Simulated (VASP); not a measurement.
# KMgF3 (Pm-3m) in VASP: settings compared, part 2 of 2

VASP 6.6.1. The steps go on from the part before.

## (4) Relaxation of cell and atoms, r2SCAN, target pressure 2 GPa, at which the enthalpy is minimised

Contents of POSCAR:

```
KMgF3
1.0
    3.9859000000      0.0000000000      0.0000000000
    0.0000000000      3.9859000000      0.0000000000
    0.0000000000      0.0000000000      3.9859000000
K Mg F
1 1 3
Direct
    0.5000000000      0.5000000000      0.5000000000
    0.0000000000      0.0000000000      0.0000000000
    0.0000000000      0.0000000000      0.5000000000
    0.0000000000      0.5000000000      0.0000000000
    0.5000000000      0.0000000000      0.0000000000
```

Contents of INCAR.step1:

```
PREC = Accurate
ENCUT = 600
ISMEAR = -1
SIGMA = 0.05
LREAL = F
LASPH = T
NELM = 60
GGA = PE
ALGO = Normal
EDIFF = 1E-4
LWAVE = T
LCHARG = F
```

Contents of INCAR.step2:

```
PREC = Accurate
ENCUT = 600
EDIFF = 1E-7
ISMEAR = -1
SIGMA = 0.05
LREAL = F
LASPH = T
NELM = 60
ALGO = Normal
ISIF = 3
LWAVE = F
LCHARG = F
METAGGA = R2SCAN
LMIXTAU = T
IBRION = 2
NSW = 60
EDIFFG = -0.01
PSTRESS = 20.0
ISTART = 1
```

Contents of KPOINTS:

```
regular mesh
0
Gamma
  7 7 7
```

Potentials or basis: VASP PAW PBE potentials, release 64 (K_sv, Mg, F).

The run is started by

```
> cat potpaw_PBE.64/K_sv/POTCAR potpaw_PBE.64/Mg/POTCAR potpaw_PBE.64/F/POTCAR > POTCAR
> cp INCAR.step1 INCAR
> mpirun -np 1 vasp_std > vasp.out
> cp INCAR.step2 INCAR
> mpirun -np 1 vasp_std > vasp.out
```

OUTCAR:

```text
PREC = Accurate
   ENCUT = 600
   EDIFF = 1E-7
   ISMEAR = -1
   LREAL = F
   LASPH = T
   NELM = 60
   ISIF = 3
   METAGGA = R2SCAN
   IBRION = 2
   NSW = 60
   EDIFFG = -0.01
   PSTRESS = 20.0
   ISTART = 1

 ion  position               nearest neighbor table
   1  0.500  0.500  0.500-   3 2.82   4 2.82   5 2.82   4 2.82   5 2.82   3 2.82   5 2.82   5 2.82
                             3 2.82   4 2.82   4 2.82   3 2.82   2 3.45   2 3.45   2 3.45   2 3.45
   2  0.000  0.000  0.000-   3 1.99   4 1.99   5 1.99   3 1.99   4 1.99   5 1.99   1 3.45   1 3.45
                             1 3.45   1 3.45   1 3.45   1 3.45   1 3.45   1 3.45
   3  0.000  0.000  0.500-   2 1.99   2 1.99   1 2.82   1 2.82   1 2.82   1 2.82
   4  0.000  0.500  0.000-   2 1.99   2 1.99   1 2.82   1 2.82   1 2.82   1 2.82
   5  0.500  0.000  0.000-   2 1.99   2 1.99   1 2.82   1 2.82   1 2.82   1 2.82

  LATTYP: Found a simple cubic cell.
 ALAT       =     3.9859000000

  Lattice vectors:

 A1 = (   3.9859000000,   0.0000000000,   0.0000000000)
 A2 = (   0.0000000000,   3.9859000000,   0.0000000000)
 A3 = (   0.0000000000,   0.0000000000,   3.9859000000)

Analysis of symmetry for initial positions (statically):
=====================================================================
 Subroutine PRICEL returns:
 Original cell was already a primitive cell.

 Routine SETGRP: Setting up the symmetry group for a
 simple cubic supercell.

 Subroutine GETGRP returns: Found 48 space group operations
 (whereof 48 operations were pure point group operations)
 out of a pool of 48 trial point group operations.

[... 149 lines left out ...]
  volume of cell :       63.33
 maximum number of plane-waves:      2128
 NGX is ok and might be reduce to    32
   NGX = 15   NGY = 15   NGZ = 15

--------------------------------------- Ionic step        1  -------------------------------------------

 number of electron      32.0000010 magnetization

 Free energy of the ion-electron system (eV)
  ---------------------------------------------------
  ext. energy  EPLUGINS =         0.00000000
  ---------------------------------------------------
  free energy    TOTEN  =       -37.42618715 eV

  energy without entropy =      -37.42618715  energy(sigma->0) =      -37.42618715

 E-fermi :  -1.0389     XC(G=0): -10.2035

 val. band max:       -2.2540988003   @ k =   0.4286   0.4286   0.4286
 cond. band min:       6.0303869801   @ k =   0.0000   0.0000   0.0000
 fundamental gap:      8.2844857804
 Fermi energy:        -1.0389387918

 k-point     1 :       0.0000    0.0000    0.0000
  band No.  band energies     occupation
      1     -28.8158      2.00000
      2     -23.4617      2.00000
      3     -22.8304      2.00000
      4     -22.8304      2.00000
      5     -11.5428      2.00000
      6     -11.5428      2.00000
[... 530 lines left out ...]
--------------------------------------- Ionic step        3  -------------------------------------------

 number of electron      31.9999971 magnetization

 Free energy of the ion-electron system (eV)
  ---------------------------------------------------
  ext. energy  EPLUGINS =         0.00000000
  ---------------------------------------------------
  free energy    TOTEN  =       -37.42010829 eV

  energy without entropy =      -37.42010829  energy(sigma->0) =      -37.42010829

 E-fermi :  -0.9118     XC(G=0): -10.4021

 val. band max:       -2.0699198366   @ k =   0.4286   0.4286   0.4286
 cond. band min:       6.5139930906   @ k =   0.0000   0.0000   0.0000
 fundamental gap:      8.5839129272
 Fermi energy:        -0.9118404377

 k-point     1 :       0.0000    0.0000    0.0000
  band No.  band energies     occupation
      1     -28.5568      2.00000
      2     -23.3730      2.00000
      3     -22.6946      2.00000
      4     -22.6946      2.00000
      5     -11.2890      2.00000
      6     -11.2890      2.00000
[... 485 lines left out ...]
  energy  without entropy=      -37.4201082877  energy(sigma->0) =      -37.42010829

  enthalpy is  TOTEN    =       -36.6581004239 eV   P V=        0.7620078639

 reached required accuracy - stopping structural energy minimisation
```

OUTCAR.step1:

```text
PREC = Accurate
   ENCUT = 600
   ISMEAR = -1
   LREAL = F
   LASPH = T
[... 686 lines left out ...]
      0.00000      0.00000      0.00000         0.000000      0.000000      0.000000
      0.00000      0.00000      1.99295         0.000000      0.000000      0.000000
      0.00000      1.99295      0.00000         0.000000      0.000000      0.000000
      1.99295      0.00000      0.00000         0.000000      0.000000      0.000000
 -----------------------------------------------------------------------------------
    total drift:                                0.000000      0.000000     -0.000000

  FREE ENERGIE OF THE ION-ELECTRON SYSTEM (eV)
  ---------------------------------------------------
  free  energy   TOTEN  =       -24.4222609263 eV

  energy  without entropy=      -24.4222609262  energy(sigma->0) =      -24.42226093
```

Run time: 2.2 min. Hardware: 1 thread of Intel Xeon Platinum 8488C (Sapphire Rapids), shared host; peak memory 0.21 GiB.

What came out:

| Item | Value |
| --- | --- |
| Free energy | -37.4201 eV |
| Relaxed volume | 12.21 Å³/atom |
| Relaxed cell | a = 3.937 Å, b = 3.937 Å, c = 3.937 Å, α = 90.00°, β = 90.00°, γ = 90.00° |
| Space group after relaxing (to 0.1 Å) | Pm-3m (No. 221) |
| Energy change on relaxing (the run minimises the enthalpy) | +1.2 meV/atom |
| Ionic steps | 3 |
| Pressure after relaxing | 2.0 GPa |
| Band gap on the k mesh | 8.58 eV (least direct gap 8.87 eV) |

The path:
| step | energy change (eV) | largest force (eV/Å) | pressure (GPa) | volume (Å³) |
| --- | --- | --- | --- | --- |
| 1 | 0.0000 | 0.0000 | -1.03 | 63.33 |
| 2 | 0.0047 | 0.0000 | 1.83 | 61.16 |
| 3 | 0.0061 | 0.0000 | 1.99 | 61.04 |

Final structure:
```cif
data_structure
_symmetry_space_group_name_H-M 'P 1'
_symmetry_Int_Tables_number 1
_cell_length_a 3.9374
_cell_length_b 3.9374
_cell_length_c 3.9374
_cell_angle_alpha 90.000
_cell_angle_beta 90.000
_cell_angle_gamma 90.000
_cell_volume 61.04
loop_
_atom_site_label
_atom_site_type_symbol
_atom_site_fract_x
_atom_site_fract_y
_atom_site_fract_z
_atom_site_occupancy
K1 K 0.50000 0.50000 0.50000 1
Mg1 Mg 0.00000 0.00000 0.00000 1
F1 F 0.00000 0.00000 0.50000 1
F2 F 0.00000 0.50000 0.00000 1
F3 F 0.50000 0.00000 0.00000 1
```

Caveat: the cell is relaxed towards a set pressure, so the run minimises the enthalpy, not the energy; the PAW data sets were made with another functional, which shifts forces and pressure a little; an odd mesh through Γ misses points on the zone boundary, where band edges can lie. r2SCAN opens gaps a little over a GGA but as a rule still falls short of measured ones.

## (5) Relaxation of cell and atoms, r2SCAN, target pressure 5 GPa, at which the enthalpy is minimised

POSCAR is that of step 4.

Contents of INCAR.step1:

```
SYSTEM = KMgF3
  ALGO = Normal
  EDIFF = 1E-4
  ENCUT = 600
  GGA = PE
  ISMEAR = -1
  LASPH = .TRUE.
  LCHARG = .FALSE.
  LREAL = .FALSE.
  LWAVE = .TRUE.
  NELM = 60
  PREC = Accurate
  SIGMA = 0.05
```

Contents of INCAR.step2:

```
SYSTEM = KMgF3
  ALGO = Normal
  EDIFF = 1E-7
  EDIFFG = -0.01
  ENCUT = 600
  IBRION = 2
  ISIF = 3
  ISMEAR = -1
  ISTART = 1
  LASPH = .TRUE.
  LCHARG = .FALSE.
  LMIXTAU = .TRUE.
  LREAL = .FALSE.
  LWAVE = .FALSE.
  METAGGA = R2SCAN
  NELM = 60
  NSW = 60
  PREC = Accurate
  PSTRESS = 50.0
  SIGMA = 0.05
```

Contents of KPOINTS:

```
k-points
0
G
  7 7 7
  0 0 0
```

The run is started by

```
> cat potpaw_PBE.64/K_sv/POTCAR potpaw_PBE.64/Mg/POTCAR potpaw_PBE.64/F/POTCAR > POTCAR
> cp INCAR.step1 INCAR
> mpirun -np 1 vasp_std > vasp.out
> cp INCAR.step2 INCAR
> mpirun -np 1 vasp_std > vasp.out
```

Wall time 2.3 min (1 thread of Intel Xeon Platinum 8488C (Sapphire Rapids), shared host); peak memory 0.21 GiB.

Results (log left out):

| Item | Value |
| --- | --- |
| Free energy | -37.3795 eV |
| Relaxed volume | 11.83 Å³/atom |
| Relaxed cell | a = 3.897 Å, b = 3.897 Å, c = 3.897 Å, α = 90.00°, β = 90.00°, γ = 90.00° |
| Space group after relaxing (to 0.1 Å) | Pm-3m (No. 221) |
| Energy change on relaxing (the run minimises the enthalpy) | +9.3 meV/atom |
| Ionic steps | 3 |
| Pressure after relaxing | 5.0 GPa |
| Band gap on the k mesh | 8.85 eV (least direct gap 9.13 eV) |

Step by step:
| step | energy change (eV) | largest force (eV/Å) | pressure (GPa) | volume (Å³) |
| --- | --- | --- | --- | --- |
| 1 | 0.0000 | 0.0000 | -1.03 | 63.33 |
| 2 | 0.0500 | 0.0000 | 5.19 | 59.06 |
| 3 | 0.0466 | 0.0000 | 5.00 | 59.16 |

Final structure:
```
K Mg F
1.0
     3.89657    0.00000    0.00000
     0.00000    3.89657    0.00000
     0.00000    0.00000    3.89657
K Mg F
1 1 3
Direct
  0.50000 0.50000 0.50000
  0.00000 0.00000 0.00000
  0.00000 0.00000 0.50000
  0.00000 0.50000 0.00000
  0.50000 0.00000 0.00000
```

Levels at points of the mesh, in eV from the valence-band top:
```csv
k point,band 14,band 15,band 16,band 17,band 18,band 19
"(0.00, 0.00, 0.00)",-0.28,-0.28,-0.28,8.85,10.97,10.97
```

Caveat: the cell is relaxed towards a set pressure, so the run minimises the enthalpy, not the energy; the PAW data sets were made with another functional, which shifts forces and pressure a little; an odd mesh through Γ misses points on the zone boundary, where band edges can lie. r2SCAN opens gaps a little over a GGA but as a rule still falls short of measured ones.

## (6) The runs side by side

| task | level | cell | k mesh | cutoff (eV) | grid for exact exchange (PRECFOCK) | share of exact exchange | gap on the mesh (eV) | pressure (GPa) |
| --- | --- | --- | --- | --- | --- | --- | --- | --- |
| single point | PBE0 | as given | 6 × 6 × 6 | 520 | Fast | 0.25 | 10.30 | 0.8 |
| relaxation of cell and atoms | r2SCAN | relaxed | 7 × 7 × 7 | 600 | - | - | 8.38 | -0.1 |
| relaxation of cell and atoms | r2SCAN | relaxed to 2 GPa | 7 × 7 × 7 | 600 | - | - | 8.58 | 2.0 |
| relaxation of cell and atoms | r2SCAN | relaxed to 5 GPa | 7 × 7 × 7 | 600 | - | - | 8.85 | 5.0 |

Alike in all rows: potentials or basis VASP PAW PBE potentials, release 64 (K_sv, Mg, F); no spin polarisation; smearing fermi-dirac 0.05 eV.

Caveats: the PAW data sets were made with another functional, which shifts forces and pressure a little; an odd mesh through Γ misses points on the zone boundary, where band edges can lie (at least some runs); the cell is relaxed towards a set pressure, so the run minimises the enthalpy, not the energy (at least some runs).

Absolute energies hang on the potentials; compare differences alone.
